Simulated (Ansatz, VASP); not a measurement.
One calculation of Au3C, two programs

Contents of INCAR:

```
PREC = Accurate ; ENCUT = 520
EDIFF = 1E-6 ; ISMEAR = 0
SIGMA = 0.1 ; LREAL = False
LASPH = True ; NELM = 80
ALGO = Normal ; ISIF = 2
LWAVE = False ; LCHARG = False
LDIPOL = True ; IDIPOL = 3
DIPOL = 0.5 0.5 0.336 ; GGA = PE
NBANDS = 26
```

The input KPOINTS:

```
regular mesh
0
Gamma
  9 9 1
```

Contents of POSCAR:

```
Au3C
1.0
    2.9402049748      0.0000000000      0.0000000000
   -1.4701024874      2.5462922005      0.0000000000
    0.0000000000      0.0000000000     21.8974947720
Au C
3 1
Direct
    0.6666666667      0.3333333333      0.1826692981
    0.3333333333      0.6666666667      0.2945190844
    0.0000000000      0.0000000000      0.4063247812
    0.6666666667     -0.6666666667      0.4606688974
```

Input for Ansatz:

```yaml
crystal:
  lattice:
    - [2.9402049748, 0.0, 0.0]
    - [-1.4701024874, 2.5462922005, 0.0]
    - [0.0, 0.0, 21.897494772]
  atoms:
    - { symbol: Au, position: [0.6666666667, 0.3333333333, 0.1826692981] }
    - { symbol: Au, position: [0.3333333333, 0.6666666667, 0.2945190844] }
    - { symbol: Au, position: [0.0, 0.0, 0.4063247812] }
    - { symbol: C, position: [0.6666666667, -0.6666666667, 0.4606688974] }
basis:
  ecutwfc: 420
kpoints:
  mp_grid: { grid: [9, 9, 1] }
hamiltonian:
  xc: pbe
scf:
  occupations: { method: gaussian, width: 0.1 }
output:
  forces: true
  eigenvalues: true
efield:
  axis: 3
  dipole_correction: true
  ramp_width: 0.04
```

Alike in both runs: task single point; functional PBE; k mesh 9 × 9 × 1; occupations gaussian, width 0.1 eV; no spin polarisation.

|  | VASP | Ansatz |
| --- | --- | --- |
| version | VASP 6.6.1 | Ansatz 0.2.0 |
| potentials or method | VASP PAW PBE potentials, release 64 (Au, C), cutoff 520 eV | scalar-relativistic, plane waves, PAW |
| valence electrons in the cell | 37 | 61 |

```csv
,VASP,Ansatz,Ansatz less VASP
gap on the k mesh at the Fermi level (eV),none,none,-
rms of the force components (eV/Å),0.162,0.149,-0.0130
```

Atom by atom the forces differ by 0.014 eV/Å (rms over components). A gap of «none» marks a metal or a gap that the smearing closes. With one functional, cell and mesh, what is left measures potentials, basis and numerics. VASP's potentials hold 37 valence electrons a cell and Ansatz's 61, so a difference there can come from the potentials and not from the codes.

Spin-orbit coupling is off throughout.
